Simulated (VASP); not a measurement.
Here is a VASP 6.6.1 calculation.

The input INCAR:

```
SYSTEM = GaCo
ALGO     = Normal         ! electronic algorithm
EDIFF    = 1E-7           ! SCF threshold, eV
ENCUT    = 520            ! plane-wave cutoff, eV
GGA      = PS             ! functional
ISIF     = 2              ! what is computed and relaxed
ISMEAR   = 0              ! smearing method
ISPIN    = 2              ! spin polarisation
LASPH    = .TRUE.         ! aspherical terms in the spheres
LCHARG   = .TRUE.         ! write CHGCAR
LELF     = .TRUE.         ! ELF
LMAXMIX  = 4              ! l up to which the mixer works
LORBIT   = 11             ! projections on sites
LREAL    = .FALSE.        ! projectors in reciprocal space
LVHAR    = .TRUE.       
LWAVE    = .FALSE.        ! write WAVECAR
MAGMOM   = 0.17 2.24      ! initial moments
NBANDS   = 22             ! bands
NELM     = 150            ! most SCF steps
NUPDOWN  = 2.4            ! fixed moment
PREC     = Accurate       ! precision mode
SIGMA    = 0.05           ! smearing width, eV
```

File KPOINTS:

```
k-points
0
G
  10 10 10
  0 0 0
```

The input POSCAR:

```
GaCo
1.0
    2.8780000000      0.0000000000      0.0000000000
    0.0000000000      2.8780000000      0.0000000000
    0.0000000000      0.0000000000      2.8780000000
Ga Co
1 1
Direct
    0.5000000000      0.5000000000      0.5000000000
    0.0000000000      0.0000000000      0.0000000000
```

Potentials or basis: VASP PAW PBE potentials, release 64 (Ga_d, Co).

Launch:

```bash
$ cat potpaw_PBE.64/Ga_d/POTCAR potpaw_PBE.64/Co/POTCAR > POTCAR
$ mpirun -np 1 vasp_std > vasp.out
```

(1) Estimate the pressure.

## Answers

(1) 17.0 GPa.

Caveat: the cell stands under pressure; the PAW data sets were made with another functional, which shifts forces and pressure a little; the total moment is fixed, so each spin has its own Fermi level.
